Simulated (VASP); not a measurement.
# Yb (C2/m) in VASP: a series of runs, part 2 of 2

VASP 6.6.1. The steps go on from the part before.

## Step 3: Single point, PBE (engineering shear strain xz -0.1100, normal strain along z +0.0275)

INCAR

```
SYSTEM = Yb
ALGO     = Fast           ! electronic algorithm
EDIFF    = 1E-6           ! SCF threshold, eV
ENCUT    = 520            ! plane-wave cutoff, eV
GGA      = PE             ! functional
ISIF     = 2              ! what is computed and relaxed
ISMEAR   = 0              ! smearing method
LASPH    = .True.         ! aspherical terms in the spheres
LCHARG   = .False.        ! write CHGCAR
LREAL    = .False.        ! projectors in reciprocal space
LWAVE    = .False.        ! write WAVECAR
NBANDS   = 18             ! bands
NELM     = 80             ! most SCF steps
PREC     = Accurate       ! precision mode
SIGMA    = 0.15           ! smearing width, eV
```

KPOINTS

```
k-points
0
Gamma
  14 14 14
  0 0 0
```

POSCAR

```
Yb
1.0
   -0.1436484195      2.6117894455      2.6836136553
    2.4681410260      0.0000000000      2.5399652357
    2.6117894455      2.6117894455     -0.1436484195
Yb
1
Direct
    0.0000000000      0.0000000000      0.0000000000
```

Potentials or basis: VASP PAW PBE potentials, release 64 (Yb).

Run with:

```bash
cat potpaw_PBE.64/Yb/POTCAR > POTCAR
mpirun -np 1 vasp_std > vasp.out
```

OUTCAR:

```text
SYSTEM = Yb
   EDIFF = 1E-6
   ENCUT = 520
   GGA = PE
   ISIF = 2
   ISMEAR = 0
   LASPH = .True.
   LREAL = .False.
   NELM = 80
   PREC = Accurate

 ion  position               nearest neighbor table
   1  0.000  0.000  0.000-

  LATTYP: Found a base centered monoclinic cell.
 ALAT       =     5.2314735882
 B/A-ratio  =     0.9984909229
 C/A-ratio  =     0.6769851756
 COS(beta)  =    -0.6564573642

  Lattice vectors:

 A1 = (  -2.6117894455,   2.6117894455,   0.1436484196)
 A2 = (  -2.6117894455,  -2.6117894455,   0.1436484195)
 A3 = (   2.4681410260,   0.0000000000,   2.5399652357)

Analysis of symmetry for initial positions (statically):
=====================================================================
 Subroutine PRICEL returns:
 Original cell was already a primitive cell.

 Routine SETGRP: Setting up the symmetry group for a
 base centered monoclinic supercell.

 Subroutine GETGRP returns: Found  4 space group operations
 (whereof  4 operations were pure point group operations)
 out of a pool of  4 trial point group operations.

The static configuration has the point symmetry C_2h.

Analysis of symmetry for dynamics (positions and initial velocities):
=====================================================================
 Subroutine PRICEL returns:
 Original cell was already a primitive cell.

 Routine SETGRP: Setting up the symmetry group for a
 base centered monoclinic supercell.

 Subroutine GETGRP returns: Found  4 space group operations
 (whereof  4 operations were pure point group operations)
 out of a pool of  4 trial point group operations.

The dynamic configuration has the point symmetry C_2h.

 Subroutine INISYM returns: Found  4 space group operations
 (whereof  4 operations are pure point group operations),
 and found     1 'primitive' translations

----------------------------------------------------------------------------------------

                                     Primitive cell

  volume of cell :      36.5045

  direct lattice vectors                    reciprocal lattice vectors
    -0.143648420  2.611789445  2.683613655    -0.181727264  0.191439628  0.176588446
     2.468141026  0.000000000  2.539965236     0.202282532 -0.191439628  0.197143715
     2.611789445  2.611789445 -0.143648420     0.181727264  0.191439628 -0.176588446

  length of vectors
     3.747514006  3.541630066  3.696420307     0.317580555  0.341222799  0.317580555

  position of ions in fractional coordinates (direct lattice)
     0.000000000  0.000000000  0.000000000

  ion indices of the primitive-cell ions
   primitive index   ion index
                 1           1

----------------------------------------------------------------------------------------

 KPOINTS: k-points

Automatic generation of k-mesh.
 Grid dimensions read from file:
 generate k-points for:   14   14   14

 Generating k-lattice:

  Cartesian coordinates                     Fractional coordinates (reciprocal lattice)
    -0.012980519  0.013674259  0.012613460     0.071428571  0.000000000 -0.000000000
     0.014448752 -0.013674259  0.014081694     0.000000000  0.071428571  0.000000000
     0.012980519  0.013674259 -0.012613460     0.000000000  0.000000000  0.071428571

  Length of vectors
     0.022684325  0.024373057  0.022684325

  Shift w.r.t. Gamma in fractional coordinates (k-lattice)
     0.000000000  0.000000000  0.000000000

 Subroutine IBZKPT returns following result:
 ===========================================

 Found    744 irreducible k-points:

 Following reciprocal coordinates:
            Coordinates               Weight
  0.000000  0.000000  0.000000      1.000000
  0.071429  0.000000  0.000000      4.000000
  0.142857  0.000000 -0.000000      4.000000
  0.214286 -0.000000 -0.000000      4.000000
  0.285714  0.000000  0.000000      4.000000
  0.357143  0.000000  0.000000      4.000000
[... 16 lines left out ...]
  0.000000  0.142857  0.000000      4.000000
  0.071429  0.142857  0.000000      4.000000
 [... further k-points ...]
   k-points           NKPTS =    744   k-points in BZ     NKDIM =    744   number of bands    NBANDS=     18
   number of dos      NEDOS =    301   number of ions     NIONS =      1
   total plane-waves  NPLWV =  21952
   dimension x,y,z NGX =    28 NGY =   28 NGZ =   28
   dimension x,y,z NGXF=    56 NGYF=   56 NGZF=   56
   ions per type =               1
   NGX,Y,Z   is equivalent  to a cutoff of  12.42, 13.14, 12.59 a.u.
   NGXF,Y,Z  is equivalent  to a cutoff of  24.84, 26.29, 25.19 a.u.
 SYSTEM =  Yb
   PREC   = accura    normal or accurate (medium, high low for compatibility)
   ISTART =      0    job   : 0-new  1-cont  2-samecut
   ICHARG =      2    charge: 1-file 2-atom 10-const
   ISPIN  =      1    spin polarized calculation?
   LNONCOLLINEAR =      F non collinear calculations
   LSORBIT =      F    spin-orbit coupling
   LASPH  =      T    aspherical Exc in radial PAW
   ENCUT  =  520.0 eV  38.22 Ry    6.18 a.u.   6.97  6.59  6.87*2*pi/ulx,y,z
   NELM   =     80;   NELMIN=  2; NELMDL= -5     # of ELM steps
   EDIFF  = 0.1E-05   stopping-criterion for ELM
   LREAL  =      F    real-space projection
[... 7 lines left out ...]
   TEBEG  =    0.0;   TEEND  =   0.0 temperature during run
   PSTRESS=    0.0 pullay stress
   NELECT =      24.0000    total number of electrons
   NUPDOWN=      -1.0000    fix difference up-down
   EMIN   =  10.00;   EMAX   =-10.00  energy-range for DOS
   EFERMI =   0.00;   METHOD = LEGACY
   ISMEAR =     0;   SIGMA  =   0.15  broadening in eV -4-tet -1-fermi 0-gaus
   EFERMI_NEDOS =   21; number of points for ismear=-14 and -15
   IALGO  =     68    algorithm
   IMIX   =      4    mixing-type and parameters
     AMIX     =   0.40;   BMIX     =  1.00
     AMIX_MAG =   1.60;   BMIX_MAG =  1.00
  volume/ion in A,a.u.               =      36.50       246.34
  Fermi-wavevector in a.u.,A,eV,Ry     =   1.423519  2.690061 27.570936  2.026407
  Thomas-Fermi vector in A             =   2.544108
   LORBIT       =      0    0 simple, 1 ext, 2 COOP (PROOUT), +10 PAW based schemes
   GGA     = PE    functional components
   LHFCALC =     F    Hartree Fock is set to
   AEXX    =    0.0000 exact exchange contribution
   IVDW    =     0    specifies the selected vdW correction
   LEPSILON=     F    determine dielectric tensor
   LRPA    =     F    only Hartree local field effects (RPA)
 non-spin polarized calculation
 RMM-DIIS sequential band-by-band and
 Gauss-broadening in eV      SIGMA  =   0.15
  energy-cutoff  :      520.00
  volume of cell :       36.50
 maximum number of plane-waves:      1000
   NGX = 13   NGY = 13   NGZ = 13

 number of electron      24.0000002 magnetization

 Free energy of the ion-electron system (eV)
  ---------------------------------------------------
  ext. energy  EPLUGINS =         0.00000000
  ---------------------------------------------------
  free energy    TOTEN  =        -3.54285242 eV

  energy without entropy =       -3.52516805  energy(sigma->0) =       -3.53401024

 E-fermi :   1.5142     XC(G=0):  -9.3725

 val. band max:        1.5139101892   @ k =   0.4286  -0.2857   0.1429
 cond. band min:       1.5159124525   @ k =  -0.2857   0.4286   0.1429
 fundamental gap:      0.0020022633
 Fermi energy:         1.5141995678

 k-point     1 :       0.0000    0.0000    0.0000
  band No.  band energies     occupation
      1     -50.2284      2.00000
      2     -22.4273      2.00000
      3     -22.4239      2.00000
      4     -22.4075      2.00000
      5      -3.5976      2.00000
      6       1.0402      1.99999
[... 10 lines left out ...]
     17       6.7086      0.00000
     18      10.8607      0.00000

 k-point     2 :       0.0714    0.0000    0.0000
  band No.  band energies     occupation
      1     -50.2278      2.00000
      2     -22.4409      2.00000
      3     -22.4260      2.00000
      4     -22.4097      2.00000
      5      -3.4899      2.00000
      6       1.0412      1.99999
[... 10 lines left out ...]
     17       6.6404      0.00000
     18      11.1247      0.00000
[... 442 lines left out ...]
 k-point    24 :       0.0714    0.1429    0.0000
  band No.  band energies     occupation
      1     -50.2250      2.00000
      2     -22.4759      2.00000
      3     -22.4356      2.00000
      4     -22.4321      2.00000
      5      -3.1539      2.00000
      6       1.0462      1.99999
[... 10 lines left out ...]
     17       6.6648      0.00000
     18      11.8868      0.00000

 [... further k-points ...]

------------------------ aborting loop because EDIFF is reached ----------------------------------------

  FORCE on cell =-STRESS in cart. coord.  units (eV):
  Direction    XX          YY          ZZ          XY          YZ          ZX
  --------------------------------------------------------------------------------------
  -------------------------------------------------------------------------------------
  Total        0.5578859      0.4309856      0.5025756     -0.0000000      0.0000000      0.5164916
  in kB       24.4855638     18.9159206     22.0580006     -0.0000000      0.0000000     22.6687707
  external PRESSURE =      21.8198283 kB  Pullay stress =       0.0000000 kB

 VOLUME and BASIS-vectors are now :
 -----------------------------------------------------------------------------
  energy-cutoff  :      520.00
  volume of cell :       36.50
      direct lattice vectors                 reciprocal lattice vectors
    -0.143648420  2.611789445  2.683613655    -0.181727264  0.191439628  0.176588446
     2.468141026  0.000000000  2.539965236     0.202282532 -0.191439628  0.197143715
     2.611789445  2.611789445 -0.143648420     0.181727264  0.191439628 -0.176588446

 POSITION                                       TOTAL-FORCE (eV/Angst)
 -----------------------------------------------------------------------------------
      0.00000      0.00000      0.00000         0.000000      0.000000     -0.000000
 -----------------------------------------------------------------------------------
    total drift:                               -0.000000     -0.000000     -0.000000

  FREE ENERGIE OF THE ION-ELECTRON SYSTEM (eV)
  ---------------------------------------------------
  free  energy   TOTEN  =        -3.5428524245 eV

  energy  without entropy=       -3.5251680481  energy(sigma->0) =       -3.53401024
```

Run time: 12 min. Hardware: 1 thread of Intel Xeon 6975P-C (Granite Rapids), shared host; peak memory 0.62 GiB.

Results:

| Item | Value |
| --- | --- |
| Free energy | -3.5429 eV |
| Pressure | 2.2 GPa |
| Band gap on the k mesh | zero (bands 12 and 13 overlap by 0.31 eV) |

Caveat: the cell differs from its parent crystal (engineering shear strain xz -0.1100, normal strain along z +0.0275); spin-orbit coupling is left out, which moves the levels of the heavy elements.
